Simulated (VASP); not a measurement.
Crystal: TaF3.

```
Ta F
1.0
     4.45803    0.00000    0.00000
    -2.22902    3.86077    0.00000
     0.00000    0.00000    4.39226
Ta F
1 3
Direct
  0.00000 0.00000 0.00000
  0.50000 0.00000 0.00000
  0.00000 0.50000 0.00000
  0.50000 0.50000 0.00000
```

The cell was built from a structure type or drawn by symmetry, and may not be a known phase.

```yaml
Program: VASP 6.6.1
Task: relaxation of cell and atoms
Functional: PBE
Potentials_or_basis: VASP PAW PBE potentials, release 64 (Ta_pv, F)
Cutoff: 600 eV
k_mesh: 6 × 6 × 4
Occupations: gaussian, width 0.1 eV
Spin: collinear spin
Starting_moments: "[1.0, 0.0, 0.0, 0.0] μB"
```

At the start: pressure -10.1 GPa; volume 18.90 Å³/atom.

Task: How do energy, volume and symmetry change on relaxing?

Result: Over 13 steps the energy falls by 335.9 meV/atom and the volume is 12.32 Å³/atom (-34.8 %); space group P6/mmm (No. 191, to 0.1 Å) before and after; moment 0.00 μB per cell.

The path:
| step | energy change (eV) | largest force (eV/Å) | pressure (GPa) | volume (Å³) |
| --- | --- | --- | --- | --- |
| 1 | 0.0000 | 0.0000 | -10.11 | 75.60 |
| 2 | -0.0186 | 0.0000 | 11.21 | 63.25 |
| 3 | -0.2588 | 0.0000 | -1.44 | 68.85 |
| 4 | -0.3775 | 0.0000 | -1.57 | 66.26 |
| 5 | -0.8257 | 0.0000 | -1.70 | 58.51 |
| 6 | -0.8737 | 0.0000 | 16.73 | 43.13 |
| 7 | -1.1369 | 0.0000 | -0.32 | 53.61 |
| 8 | -1.3238 | 0.0000 | 4.38 | 48.36 |
| 9 | -0.9882 | 0.0000 | -10.70 | 50.86 |
| 10 | -1.3420 | 0.0000 | 0.75 | 48.84 |
| 11 | -1.3420 | 0.0000 | 0.88 | 48.82 |
| 12 | -1.3431 | 0.0000 | -0.49 | 49.54 |
| 13 | -1.3436 | 0.0000 | 0.00 | 49.27 |

Final structure:
```
Ta F
1.0
     4.32186    0.00000    0.00000
    -2.16093    3.74284    0.00000
     0.00000    0.00000    3.04591
Ta F
1 3
Direct
  0.00000 0.00000 0.00000
  0.50000 0.00000 0.00000
  0.00000 0.50000 0.00000
  0.50000 0.50000 0.00000
```

Caveat: the volume moved by over 15 % at a fixed basis, so the end points are rough.
